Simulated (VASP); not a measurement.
# SbMo (Fm-3m) in VASP: a series of runs, part 2 of 2

VASP 6.6.1.

## Step 3: Single point, PBE (volume scaled by 1.100)

Input file INCAR:

```
PREC     = Accurate       # precision mode
ENCUT    = 520            # plane-wave cutoff, eV
EDIFF    = 1E-6           # SCF threshold, eV
ISMEAR   = 0              # smearing method
SIGMA    = 0.05           # smearing width, eV
LREAL    = F              # projectors in reciprocal space
LASPH    = T              # aspherical terms in the spheres
NELM     = 60             # most SCF steps
ALGO     = Normal         # electronic algorithm
ISIF     = 2              # what is computed and relaxed
LWAVE    = F              # write WAVECAR
LCHARG   = F              # write CHGCAR
GGA      = PE             # functional
NBANDS   = 16             # bands
```

Input file KPOINTS:

```
regular mesh
0
Gamma
  10 10 10
```

Input file POSCAR:

```
SbMo
1.0
    0.0000000000      2.8492242212      2.8492242212
    2.8492242212      0.0000000000      2.8492242212
    2.8492242212      2.8492242212      0.0000000000
Mo Sb
1 1
Direct
    0.5000000000      0.5000000000      0.5000000000
    0.0000000000      0.0000000000      0.0000000000
```

Potentials or basis: VASP PAW PBE potentials, release 64 (Mo_sv, Sb).

Started as:

```bash
> cat potpaw_PBE.64/Mo_sv/POTCAR potpaw_PBE.64/Sb/POTCAR > POTCAR
> mpirun -np 1 vasp_std > vasp.out
```

OUTCAR:

```text
PREC = Accurate
   ENCUT = 520
   EDIFF = 1E-6
   ISMEAR = 0
   LREAL = F
   LASPH = T
   NELM = 60
   ISIF = 2
   GGA = PE

 ion  position               nearest neighbor table
   1  0.500  0.500  0.500-   2 2.85   2 2.85   2 2.85   2 2.85   2 2.85   2 2.85
   2  0.000  0.000  0.000-   1 2.85   1 2.85   1 2.85   1 2.85   1 2.85   1 2.85

  LATTYP: Found a face centered cubic cell.
 ALAT       =     5.6984484424

  Lattice vectors:

 A1 = (   0.0000000000,   2.8492242212,   2.8492242212)
 A2 = (   2.8492242212,   0.0000000000,   2.8492242212)
 A3 = (   2.8492242212,   2.8492242212,   0.0000000000)

Analysis of symmetry for initial positions (statically):
=====================================================================
 Subroutine PRICEL returns:
 Original cell was already a primitive cell.

 Routine SETGRP: Setting up the symmetry group for a
 face centered cubic supercell.

 Subroutine GETGRP returns: Found 48 space group operations
 (whereof 48 operations were pure point group operations)
 out of a pool of 48 trial point group operations.

The static configuration has the point symmetry O_h .

Analysis of symmetry for dynamics (positions and initial velocities):
=====================================================================
 Subroutine PRICEL returns:
 Original cell was already a primitive cell.

 Routine SETGRP: Setting up the symmetry group for a
 face centered cubic supercell.

 Subroutine GETGRP returns: Found 48 space group operations
 (whereof 48 operations were pure point group operations)
 out of a pool of 48 trial point group operations.

The dynamic configuration has the point symmetry O_h .

 Subroutine INISYM returns: Found 48 space group operations
 (whereof 48 operations are pure point group operations),
 and found     1 'primitive' translations

----------------------------------------------------------------------------------------

                                     Primitive cell

  volume of cell :      46.2605

  direct lattice vectors                    reciprocal lattice vectors
     0.000000000  2.849224221  2.849224221    -0.175486364  0.175486364  0.175486364
     2.849224221  0.000000000  2.849224221     0.175486364 -0.175486364  0.175486364
     2.849224221  2.849224221  0.000000000     0.175486364  0.175486364 -0.175486364

  length of vectors
     4.029411536  4.029411536  4.029411536     0.303951299  0.303951299  0.303951299

  position of ions in fractional coordinates (direct lattice)
     0.500000000  0.500000000  0.500000000
     0.000000000  0.000000000  0.000000000

  ion indices of the primitive-cell ions
   primitive index   ion index
                 1           1
                 2           2

----------------------------------------------------------------------------------------

 KPOINTS: regular mesh

Automatic generation of k-mesh.
 Grid dimensions read from file:
 generate k-points for:   10   10   10

 Generating k-lattice:

  Cartesian coordinates                     Fractional coordinates (reciprocal lattice)
    -0.017548636  0.017548636  0.017548636     0.100000000  0.000000000  0.000000000
     0.017548636 -0.017548636  0.017548636     0.000000000  0.100000000  0.000000000
     0.017548636  0.017548636 -0.017548636     0.000000000  0.000000000  0.100000000

  Length of vectors
     0.030395130  0.030395130  0.030395130

  Shift w.r.t. Gamma in fractional coordinates (k-lattice)
     0.000000000  0.000000000  0.000000000

 Subroutine IBZKPT returns following result:
 ===========================================

 Found     47 irreducible k-points:

 Following reciprocal coordinates:
            Coordinates               Weight
  0.000000  0.000000  0.000000      1.000000
  0.100000  0.000000  0.000000      8.000000
  0.200000  0.000000  0.000000      8.000000
  0.300000  0.000000  0.000000      8.000000
  0.400000  0.000000  0.000000      8.000000
  0.500000  0.000000  0.000000      4.000000
[... 16 lines left out ...]
  0.300000  0.300000  0.000000      6.000000
  0.400000  0.300000  0.000000     24.000000
 [... further k-points ...]
   k-points           NKPTS =     47   k-points in BZ     NKDIM =     47   number of bands    NBANDS=     16
   number of dos      NEDOS =    301   number of ions     NIONS =      2
   total plane-waves  NPLWV =  27000
   dimension x,y,z NGX =    30 NGY =   30 NGZ =   30
   dimension x,y,z NGXF=    60 NGYF=   60 NGZF=   60
   ions per type =               1   1
   NGX,Y,Z   is equivalent  to a cutoff of  12.38, 12.38, 12.38 a.u.
   NGXF,Y,Z  is equivalent  to a cutoff of  24.75, 24.75, 24.75 a.u.
 SYSTEM =  unknown system
   PREC   = accura    normal or accurate (medium, high low for compatibility)
   ISTART =      0    job   : 0-new  1-cont  2-samecut
   ICHARG =      2    charge: 1-file 2-atom 10-const
   ISPIN  =      1    spin polarized calculation?
   LNONCOLLINEAR =      F non collinear calculations
   LSORBIT =      F    spin-orbit coupling
   LASPH  =      T    aspherical Exc in radial PAW
   ENCUT  =  520.0 eV  38.22 Ry    6.18 a.u.   7.49  7.49  7.49*2*pi/ulx,y,z
   NELM   =     60;   NELMIN=  2; NELMDL= -5     # of ELM steps
   EDIFF  = 0.1E-05   stopping-criterion for ELM
   LREAL  =      F    real-space projection
   EDIFFG = 0.1E-04   stopping-criterion for IOM
   NSW    =      0    number of steps for IOM
   IBRION =     -1    ionic relax: 0-MD 1-quasi-New 2-CG
   NFREE  =      0    steps in history (QN), initial steepest desc. (CG)
   ISIF   =      2    stress and relaxation
   ISYM   =      2    0-nonsym 1-usesym 2-fastsym
   POTIM  = 0.5000    time-step for ionic-motion
   TEBEG  =    0.0;   TEEND  =   0.0 temperature during run
   PSTRESS=    0.0 pullay stress
   NELECT =      19.0000    total number of electrons
   NUPDOWN=      -1.0000    fix difference up-down
   EMIN   =  10.00;   EMAX   =-10.00  energy-range for DOS
   EFERMI =   0.00;   METHOD = LEGACY
   ISMEAR =     0;   SIGMA  =   0.05  broadening in eV -4-tet -1-fermi 0-gaus
   EFERMI_NEDOS =   21; number of points for ismear=-14 and -15
   IALGO  =     38    algorithm
   IMIX   =      4    mixing-type and parameters
     AMIX     =   0.40;   BMIX     =  1.00
     AMIX_MAG =   1.60;   BMIX_MAG =  1.00
  volume/ion in A,a.u.               =      23.13       156.09
  Fermi-wavevector in a.u.,A,eV,Ry     =   1.216903  2.299614 20.148237  1.480854
  Thomas-Fermi vector in A             =   2.352242
   LORBIT       =      0    0 simple, 1 ext, 2 COOP (PROOUT), +10 PAW based schemes
   GGA     = PE    functional components
   LHFCALC =     F    Hartree Fock is set to
   AEXX    =    0.0000 exact exchange contribution
   IVDW    =     0    specifies the selected vdW correction
   LEPSILON=     F    determine dielectric tensor
   LRPA    =     F    only Hartree local field effects (RPA)
 non-spin polarized calculation
 Gauss-broadening in eV      SIGMA  =   0.05
  energy-cutoff  :      520.00
  volume of cell :       46.26
 maximum number of plane-waves:      1266
 NGX is ok and might be reduce to    30
   NGX = 15   NGY = 15   NGZ = 15

 number of electron      18.9999996 magnetization

 Free energy of the ion-electron system (eV)
  ---------------------------------------------------
  ext. energy  EPLUGINS =         0.00000000
  ---------------------------------------------------
  free energy    TOTEN  =       -13.32963220 eV

  energy without entropy =      -13.32499694  energy(sigma->0) =      -13.32731457

 E-fermi :   8.8352     XC(G=0): -10.9580

 val. band max:        8.8235849836   @ k =  -0.3000   0.5000   0.2000
 cond. band min:       8.8414302459   @ k =   0.5000   0.1000   0.0000
 fundamental gap:      0.0178452623
 Fermi energy:         8.8351962361

 k-point     1 :       0.0000    0.0000    0.0000
  band No.  band energies     occupation
      1     -52.1641      2.00000
      2     -26.2624      2.00000
      3     -26.2624      2.00000
      4     -26.2624      2.00000
      5      -2.5213      2.00000
      6       7.6566      2.00000
[... 8 lines left out ...]
     15      16.0582      0.00000
     16      19.4668      0.00000
[... 419 lines left out ...]
 k-point    24 :       0.4000    0.3000    0.0000
  band No.  band energies     occupation
      1     -52.1619      2.00000
      2     -26.2877      2.00000
      3     -26.2732      2.00000
      4     -26.2723      2.00000
      5      -0.9888      2.00000
      6       4.5204      2.00000
[... 8 lines left out ...]
     15      16.7101      0.00000
     16      18.7889      0.00000

 [... further k-points ...]
[... 5 lines left out ...]
  --------------------------------------------------------------------------------------
  -------------------------------------------------------------------------------------
  Total       -2.7548676     -2.7548676     -2.7548676      0.0000000      0.0000000      0.0000000
  in kB      -95.4116579    -95.4116579    -95.4116579      0.0000000      0.0000000      0.0000000
  external PRESSURE =     -95.4116579 kB  Pullay stress =       0.0000000 kB

 VOLUME and BASIS-vectors are now :
 -----------------------------------------------------------------------------
  energy-cutoff  :      520.00
  volume of cell :       46.26
      direct lattice vectors                 reciprocal lattice vectors
     0.000000000  2.849224221  2.849224221    -0.175486364  0.175486364  0.175486364
     2.849224221  0.000000000  2.849224221     0.175486364 -0.175486364  0.175486364
     2.849224221  2.849224221  0.000000000     0.175486364  0.175486364 -0.175486364

 POSITION                                       TOTAL-FORCE (eV/Angst)
 -----------------------------------------------------------------------------------
      2.84922      2.84922      2.84922        -0.000000      0.000000     -0.000000
      0.00000      0.00000      0.00000         0.000000     -0.000000      0.000000
 -----------------------------------------------------------------------------------
    total drift:                                0.000000     -0.000000      0.000000

  FREE ENERGIE OF THE ION-ELECTRON SYSTEM (eV)
  ---------------------------------------------------
  free  energy   TOTEN  =       -13.3296321971 eV

  energy  without entropy=      -13.3249969428  energy(sigma->0) =      -13.32731457
```

Wall time 17 s (1 thread of AMD EPYC 9R45 (Zen 5), shared host); peak memory 0.16 GiB.

What came out:

* Free energy: -13.3296 eV
* Pressure: -9.5 GPa

Caveat: the cell differs from its parent crystal (volume scaled by 1.100); spin-orbit coupling is left out, which moves the levels of the heavy elements.

## Step 4: Single point, r2SCAN

This run uses another cell than the first one, of 21.03 Å³/atom, 0.935 times its volume.

Input file POSCAR:

```
SbMo
1.0
    0.0000000000      2.7601270029      2.7601270029
    2.7601270029      0.0000000000      2.7601270029
    2.7601270029      2.7601270029      0.0000000000
Mo Sb
1 1
Direct
    0.5000000000      0.5000000000      0.5000000000
    0.0000000000      0.0000000000      0.0000000000
```

Input file INCAR.step1:

```
SYSTEM = SbMo
ALGO = Normal ; EDIFF = 1E-4
ENCUT = 520 ; GGA = PE
ISMEAR = 0 ; LASPH = .TRUE.
LCHARG = .FALSE. ; LREAL = .FALSE.
LWAVE = .TRUE. ; NBANDS = 16
NELM = 80 ; PREC = Accurate
SIGMA = 0.05
```

Input file INCAR.step2:

```
SYSTEM = SbMo
ALGO = Normal ; EDIFF = 1E-6
ENCUT = 520 ; ISIF = 2
ISMEAR = 0 ; ISTART = 1
LASPH = .TRUE. ; LCHARG = .FALSE.
LMIXTAU = .TRUE. ; LREAL = .FALSE.
LWAVE = .FALSE. ; METAGGA = R2SCAN
NBANDS = 16 ; NELM = 80
PREC = Accurate ; SIGMA = 0.05
```

Input file KPOINTS:

```
k-points
0
G
  10 10 10
  0 0 0
```

Started as:

```bash
> cat potpaw_PBE.64/Mo_sv/POTCAR potpaw_PBE.64/Sb/POTCAR > POTCAR
> cp INCAR.step1 INCAR
> mpirun -np 1 vasp_std > vasp.out
> cp INCAR.step2 INCAR
> mpirun -np 1 vasp_std > vasp.out
```

Wall time 61 s (1 thread of AMD EPYC 9R45 (Zen 5), shared host); peak memory 0.16 GiB.

Results (log left out):

| Property | Result |
| --- | --- |
| Free energy | -50.1170 eV |
| Pressure | -1.5 GPa |

Levels at points of the mesh, in eV from the Fermi level:
| k point | band 7 | band 8 | band 9 | band 10 | band 11 | band 12 | band 13 | band 14 |
| --- | --- | --- | --- | --- | --- | --- | --- | --- |
| (0.00, 0.00, 0.00) | -1.47 | -1.47 | -1.07 | -1.07 | 1.12 | 1.12 | 1.12 | 7.28 |
| (0.50, 0.00, 0.00) | -3.87 | -3.87 | -0.04 | -0.04 | 0.72 | 4.32 | 6.52 | 6.52 |
| (0.50, 0.50, 0.00) | -2.78 | -1.51 | -1.51 | -0.38 | 0.52 | 0.52 | 1.58 | 4.22 |

Caveat: the PAW data sets were made with another functional, which shifts forces and pressure a little; spin-orbit coupling is left out, which moves the levels of the heavy elements.

## Step 5: Summary

| level | cell | gap on the mesh (eV) | pressure (GPa) |
| --- | --- | --- | --- |
| PBE | a = 3.992 Å, angles 60.0°, 2 atoms | none | -7.2 |
| PBE | a = 4.029 Å, angles 60.0°, 2 atoms | none | -9.5 |
| r2SCAN | a = 3.903 Å, angles 60.0°, 2 atoms | none | -1.5 |

Alike in all rows: task single point; potentials or basis VASP PAW PBE potentials, release 64 (Mo_sv, Sb); no spin polarisation; k mesh 10 × 10 × 10; cutoff (eV) 520; smearing gaussian 0.05 eV.

Caveats: spin-orbit coupling is left out, which moves the levels of the heavy elements; the PAW data sets were made with another functional, which shifts forces and pressure a little (some runs).

Absolute energies hang on the potentials; compare differences alone.
